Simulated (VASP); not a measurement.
# InSe (P6_3/mmc) in VASP: notebook

Aim: see how the results for InSe move with the level of theory and the settings. Levels: PBEsol, PBE+D2, PBE+TS. Tasks: single point.

All numbers are computed with VASP 6.6.1; they aren't measurements. Logs are shortened: lines on timing, memory, paths and dates and some standing lists are left out, and cuts for length are marked.

### 1 The cell of the first run

It takes space group P6_3/mmc (No. 194, hexagonal). Conventional cell: a = 4.007 Å, b = 4.007 Å, c = 16.994 Å, α = 90.00°, β = 90.00°, γ = 120.00°. Within 3.5 Å of In (site symmetry 3m) lie 3 Se at 2.64 Å and 1 In at 2.78 Å. Se (site symmetry 3m) has 3 In at 2.64 Å within 3.5 Å.

### 2 Single point, PBEsol

Input file INCAR:

```
SYSTEM = InSe
PREC     = Accurate       ! precision mode
ENCUT    = 520            ! plane-wave cutoff, eV
EDIFF    = 1E-6           ! SCF threshold, eV
ISMEAR   = -1             ! smearing method
SIGMA    = 0.05           ! smearing width, eV
LREAL    = .FALSE.        ! projectors in reciprocal space
LASPH    = .TRUE.         ! aspherical terms in the spheres
NELM     = 100            ! most SCF steps
ALGO     = Normal         ! electronic algorithm
ISIF     = 2              ! what is computed and relaxed
LWAVE    = .FALSE.        ! write WAVECAR
LCHARG   = .FALSE.        ! write CHGCAR
GGA      = PS             ! functional
NBANDS   = 48             ! bands
```

Input file KPOINTS:

```
regular mesh
0
G
  8 8 2
  0 0 0
```

Input file POSCAR:

```
InSe
1.0
    4.0065393573      0.0000000000      0.0000000000
   -2.0032696787      3.4697648647      0.0000000000
    0.0000000000      0.0000000000     16.9935453182
In Se
4 4
Direct
    0.6666666667      0.3333333333      0.8316915400
    0.3333333333      0.6666666667      0.3316915400
    0.6666666667      0.3333333333      0.6683084600
    0.3333333333      0.6666666667      0.1683084600
    0.6666666667      0.3333333333      0.4069039054
    0.3333333333      0.6666666667      0.9069039054
    0.6666666667      0.3333333333      0.0930960946
    0.3333333333      0.6666666667      0.5930960946
```

Potentials or basis: VASP PAW PBE potentials, release 64 (In_d, Se).

Started as:

```bash
cat potpaw_PBE.64/In_d/POTCAR potpaw_PBE.64/Se/POTCAR > POTCAR
mpirun -np 1 vasp_std > vasp.out
```

OUTCAR:

```text
SYSTEM = InSe
   PREC = Accurate
   ENCUT = 520
   EDIFF = 1E-6
   ISMEAR = -1
   LREAL = .FALSE.
   LASPH = .TRUE.
   NELM = 100
   ISIF = 2
   GGA = PS

 ion  position               nearest neighbor table
   1  0.667  0.333  0.832-   6 2.64   6 2.64   6 2.64   3 2.78
   2  0.333  0.667  0.332-   5 2.64   5 2.64   5 2.64   4 2.78
   3  0.667  0.333  0.668-   8 2.64   8 2.64   8 2.64   1 2.78
   4  0.333  0.667  0.168-   7 2.64   7 2.64   7 2.64   2 2.78
   5  0.667  0.333  0.407-   2 2.64   2 2.64   2 2.64
   6  0.333  0.667  0.907-   1 2.64   1 2.64   1 2.64
   7  0.667  0.333  0.093-   4 2.64   4 2.64   4 2.64
   8  0.333  0.667  0.593-   3 2.64   3 2.64   3 2.64

  LATTYP: Found a hexagonal cell.
 ALAT       =     4.0065393573
 C/A-ratio  =     4.2414522366

  Lattice vectors:

 A1 = (   4.0065393573,   0.0000000000,   0.0000000000)
 A2 = (  -2.0032696787,   3.4697648647,   0.0000000000)
 A3 = (   0.0000000000,   0.0000000000,  16.9935453182)

Analysis of symmetry for initial positions (statically):
=====================================================================
 Subroutine PRICEL returns:
 Original cell was already a primitive cell.

 Routine SETGRP: Setting up the symmetry group for a
 hexagonal supercell.

 Subroutine GETGRP returns: Found 24 space group operations
 (whereof 12 operations were pure point group operations)
 out of a pool of 24 trial point group operations.

The static configuration has the point symmetry D_3d.
 The point group associated with its full space group is D_6h.

Analysis of symmetry for dynamics (positions and initial velocities):
=====================================================================
 Subroutine PRICEL returns:
 Original cell was already a primitive cell.

 Routine SETGRP: Setting up the symmetry group for a
 hexagonal supercell.

 Subroutine GETGRP returns: Found 24 space group operations
 (whereof 12 operations were pure point group operations)
 out of a pool of 24 trial point group operations.

The dynamic configuration has the point symmetry D_3d.
 The point group associated with its full space group is D_6h.

 Subroutine INISYM returns: Found 24 space group operations
 (whereof 12 operations are pure point group operations),
 and found     1 'primitive' translations

----------------------------------------------------------------------------------------

                                     Primitive cell

  volume of cell :     236.2400

  direct lattice vectors                    reciprocal lattice vectors
     4.006539357  0.000000000  0.000000000     0.249591957  0.144101984  0.000000000
    -2.003269679  3.469764865  0.000000000     0.000000000  0.288203967  0.000000000
     0.000000000  0.000000000 16.993545318     0.000000000  0.000000000  0.058845872

  length of vectors
     4.006539357  4.006539357 16.993545318     0.288203967  0.288203967  0.058845872

  position of ions in fractional coordinates (direct lattice)
     0.666666667  0.333333333  0.831691540
     0.333333333  0.666666667  0.331691540
     0.666666667  0.333333333  0.668308460
     0.333333333  0.666666667  0.168308460
     0.666666667  0.333333333  0.406903905
     0.333333333  0.666666667  0.906903905
     0.666666667  0.333333333  0.093096095
     0.333333333  0.666666667  0.593096095

  ion indices of the primitive-cell ions
   primitive index   ion index
                 1           1
                 2           2
                 3           3
                 4           4
                 5           5
                 6           6
                 7           7
                 8           8

----------------------------------------------------------------------------------------

 KPOINTS: regular mesh

Automatic generation of k-mesh.
 Grid dimensions read from file:
 generate k-points for:    8    8    2

 Generating k-lattice:

  Cartesian coordinates                     Fractional coordinates (reciprocal lattice)
     0.031198995  0.018012748  0.000000000     0.125000000  0.000000000  0.000000000
     0.000000000  0.036025496  0.000000000     0.000000000  0.125000000  0.000000000
     0.000000000  0.000000000  0.029422936     0.000000000  0.000000000  0.500000000

  Length of vectors
     0.036025496  0.036025496  0.029422936

  Shift w.r.t. Gamma in fractional coordinates (k-lattice)
     0.000000000  0.000000000  0.000000000

 Subroutine IBZKPT returns following result:
 ===========================================

 Found     20 irreducible k-points:

 Following reciprocal coordinates:
            Coordinates               Weight
  0.000000  0.000000  0.000000      1.000000
  0.125000  0.000000  0.000000      6.000000
  0.250000  0.000000  0.000000      6.000000
  0.375000  0.000000  0.000000      6.000000
  0.500000  0.000000  0.000000      3.000000
  0.125000  0.125000  0.000000      6.000000
[... 12 lines left out ...]
  0.250000  0.250000  0.500000      6.000000
  0.375000  0.250000  0.500000      6.000000
   k-points           NKPTS =     20   k-points in BZ     NKDIM =     20   number of bands    NBANDS=     48
   number of dos      NEDOS =    301   number of ions     NIONS =      8
   total plane-waves  NPLWV = 113400
   dimension x,y,z NGX =    30 NGY =   30 NGZ =  126
   dimension x,y,z NGXF=    60 NGYF=   60 NGZF=  252
   ions per type =               4   4
   NGX,Y,Z   is equivalent  to a cutoff of  12.45, 12.45, 12.33 a.u.
   NGXF,Y,Z  is equivalent  to a cutoff of  24.90, 24.90, 24.65 a.u.
 SYSTEM =  InSe
   PREC   = accura    normal or accurate (medium, high low for compatibility)
   ISTART =      0    job   : 0-new  1-cont  2-samecut
   ICHARG =      2    charge: 1-file 2-atom 10-const
   ISPIN  =      1    spin polarized calculation?
   LNONCOLLINEAR =      F non collinear calculations
   LSORBIT =      F    spin-orbit coupling
   LASPH  =      T    aspherical Exc in radial PAW
   ENCUT  =  520.0 eV  38.22 Ry    6.18 a.u.   7.45  7.45 31.60*2*pi/ulx,y,z
   NELM   =    100;   NELMIN=  2; NELMDL= -5     # of ELM steps
   EDIFF  = 0.1E-05   stopping-criterion for ELM
   LREAL  =      F    real-space projection
   EDIFFG = 0.1E-04   stopping-criterion for IOM
   NSW    =      0    number of steps for IOM
   IBRION =     -1    ionic relax: 0-MD 1-quasi-New 2-CG
   NFREE  =      0    steps in history (QN), initial steepest desc. (CG)
   ISIF   =      2    stress and relaxation
   ISYM   =      2    0-nonsym 1-usesym 2-fastsym
   POTIM  = 0.5000    time-step for ionic-motion
   TEBEG  =    0.0;   TEEND  =   0.0 temperature during run
   PSTRESS=    0.0 pullay stress
   NELECT =      76.0000    total number of electrons
   NUPDOWN=      -1.0000    fix difference up-down
   EMIN   =  10.00;   EMAX   =-10.00  energy-range for DOS
   EFERMI =   0.00;   METHOD = LEGACY
   ISMEAR =    -1;   SIGMA  =   0.05  broadening in eV -4-tet -1-fermi 0-gaus
   EFERMI_NEDOS =   21; number of points for ismear=-14 and -15
   IALGO  =     38    algorithm
   IMIX   =      4    mixing-type and parameters
     AMIX     =   0.40;   BMIX     =  1.00
     AMIX_MAG =   1.60;   BMIX_MAG =  1.00
  volume/ion in A,a.u.               =      29.53       199.28
  Fermi-wavevector in a.u.,A,eV,Ry     =   1.121747  2.119794 17.120430  1.258316
  Thomas-Fermi vector in A             =   2.258402
   LORBIT       =      0    0 simple, 1 ext, 2 COOP (PROOUT), +10 PAW based schemes
   GGA     = PS    functional components
   LHFCALC =     F    Hartree Fock is set to
   AEXX    =    0.0000 exact exchange contribution
   IVDW    =     0    specifies the selected vdW correction
   LEPSILON=     F    determine dielectric tensor
   LRPA    =     F    only Hartree local field effects (RPA)
 non-spin polarized calculation
  energy-cutoff  :      520.00
  volume of cell :      236.24
 maximum number of plane-waves:      6405
 NGX is ok and might be reduce to    30
   NGX = 15   NGY = 15   NGZ = 63

 number of electron      75.9999992 magnetization

 Free energy of the ion-electron system (eV)
  ---------------------------------------------------
  ext. energy  EPLUGINS =         0.00000000
  ---------------------------------------------------
  free energy    TOTEN  =       -31.19434497 eV

  energy without entropy =      -31.19417045  energy(sigma->0) =      -31.19425771

 E-fermi :   4.0318     XC(G=0):  -9.0393

 val. band max:        3.8099961758   @ k =   0.0000   0.0000   0.0000
 cond. band min:       4.2267385357   @ k =   0.0000   0.0000   0.0000
 fundamental gap:      0.4167423599
 Fermi energy:         4.0317866876

 k-point     1 :       0.0000    0.0000    0.0000
  band No.  band energies     occupation
      1     -10.8814      2.00000
      2     -10.8810      2.00000
      3     -10.6832      2.00000
      4     -10.6832      2.00000
      5     -10.6829      2.00000
      6     -10.6829      2.00000
[... 40 lines left out ...]
     47       9.0497      0.00000
     48       9.2843      0.00000

 k-point     2 :       0.1250    0.0000    0.0000
  band No.  band energies     occupation
      1     -10.8824      2.00000
      2     -10.8824      2.00000
      3     -10.7436      2.00000
      4     -10.7370      2.00000
      5     -10.6810      2.00000
      6     -10.6806      2.00000
[... 40 lines left out ...]
     47       8.5408      0.00000
     48       8.9500      0.00000

 k-point     3 :       0.2500    0.0000    0.0000
  band No.  band energies     occupation
      1     -10.9196      2.00000
      2     -10.9142      2.00000
      3     -10.8138      2.00000
      4     -10.8075      2.00000
      5     -10.7952      2.00000
      6     -10.7825      2.00000
[... 40 lines left out ...]
     47       8.3898      0.00000
     48       8.5083      0.00000

 k-point     4 :       0.3750    0.0000    0.0000
  band No.  band energies     occupation
      1     -10.9908      2.00000
      2     -10.9841      2.00000
      3     -10.8835      2.00000
      4     -10.8740      2.00000
      5     -10.8195      2.00000
      6     -10.8170      2.00000
[... 754 lines left out ...]
     47       8.1543      0.00000
     48       8.1543      0.00000

 k-point    19 :       0.2500    0.2500    0.5000
  band No.  band energies     occupation
      1     -11.0006      2.00000
      2     -11.0006      2.00000
      3     -10.8999      2.00000
      4     -10.8999      2.00000
      5     -10.8173      2.00000
      6     -10.8173      2.00000
[... 40 lines left out ...]
     47       8.9386      0.00000
     48       8.9386      0.00000

 k-point    20 :       0.3750    0.2500    0.5000
  band No.  band energies     occupation
      1     -11.0156      2.00000
      2     -11.0156      2.00000
      3     -10.9179      2.00000
      4     -10.9179      2.00000
      5     -10.8153      2.00000
      6     -10.8153      2.00000
[... 40 lines left out ...]
     47       9.1302      0.00000
     48       9.1302      0.00000

------------------------ aborting loop because EDIFF is reached ----------------------------------------

  FORCE on cell =-STRESS in cart. coord.  units (eV):
  Direction    XX          YY          ZZ          XY          YZ          ZX
  --------------------------------------------------------------------------------------
  -------------------------------------------------------------------------------------
  Total        0.0923268      0.0923268      0.0817665     -0.0000000     -0.0000000      0.0000000
  in kB        0.6261592      0.6261592      0.5545393     -0.0000000     -0.0000000      0.0000000
  external PRESSURE =       0.6022859 kB  Pullay stress =       0.0000000 kB

 VOLUME and BASIS-vectors are now :
 -----------------------------------------------------------------------------
  energy-cutoff  :      520.00
  volume of cell :      236.24
      direct lattice vectors                 reciprocal lattice vectors
     4.006539357  0.000000000  0.000000000     0.249591957  0.144101984  0.000000000
    -2.003269679  3.469764865  0.000000000     0.000000000  0.288203967  0.000000000
     0.000000000  0.000000000 16.993545318     0.000000000  0.000000000  0.058845872

 POSITION                                       TOTAL-FORCE (eV/Angst)
 -----------------------------------------------------------------------------------
      2.00327      1.15659     14.13339         0.000000     -0.000000     -0.019636
     -0.00000      2.31318      5.63662         0.000000      0.000000     -0.019636
      2.00327      1.15659     11.35693         0.000000      0.000000      0.019636
     -0.00000      2.31318      2.86016        -0.000000      0.000000      0.019636
      2.00327      1.15659      6.91474         0.000000     -0.000000      0.021682
     -0.00000      2.31318     15.41151        -0.000000      0.000000      0.021682
      2.00327      1.15659      1.58203         0.000000      0.000000     -0.021682
     -0.00000      2.31318     10.07881        -0.000000     -0.000000     -0.021682
 -----------------------------------------------------------------------------------
    total drift:                               -0.000000      0.000000      0.000000

  FREE ENERGIE OF THE ION-ELECTRON SYSTEM (eV)
  ---------------------------------------------------
  free  energy   TOTEN  =       -31.1943449680 eV

  energy  without entropy=      -31.1941704539  energy(sigma->0) =      -31.19425771
```

It took 2.4 min on 1 thread of AMD EPYC 9R45 (Zen 5), shared host; peak memory 0.4 GiB.

Results:

```
Free energy            : -31.1943 eV
Pressure               : 0.1 GPa
Largest force          : 0.022 eV/Å
Band gap on the k mesh : 0.42 eV
```

Forces on the atoms (eV/Å):
```
In   0.000  0.000 -0.020
In   0.000  0.000 -0.020
In   0.000  0.000  0.020
In   0.000  0.000  0.020
Se   0.000  0.000  0.022
Se   0.000  0.000  0.022
Se   0.000  0.000 -0.022
Se   0.000  0.000 -0.022
```

Levels at points of the mesh, in eV from the valence-band top:
| k point | band 35 | band 36 | band 37 | band 38 | band 39 | band 40 | band 41 | band 42 |
| --- | --- | --- | --- | --- | --- | --- | --- | --- |
| (0.00, 0.00, 0.00) | -1.13 | -1.05 | -1.05 | 0.00 | 0.42 | 1.66 | 2.10 | 2.10 |
| (0.50, 0.00, 0.00) | -2.08 | -2.00 | -1.98 | -1.38 | 1.21 | 1.22 | 1.87 | 1.96 |
| (0.00, 0.00, 0.50) | -1.08 | -1.08 | -0.87 | -0.87 | 1.21 | 1.21 | 2.10 | 2.10 |
| (0.50, 0.00, 0.50) | -2.05 | -2.05 | -1.69 | -1.69 | 1.47 | 1.47 | 1.62 | 1.62 |

Caveat: the PAW data sets were made with another functional, which shifts forces and pressure a little; spin-orbit coupling is left out, which moves the levels of the heavy elements; this functional lacks dispersion, which binds the layers, so the pressure and a relaxed spacing across them are unreliable.

(Part 1 of 2 ends here.)
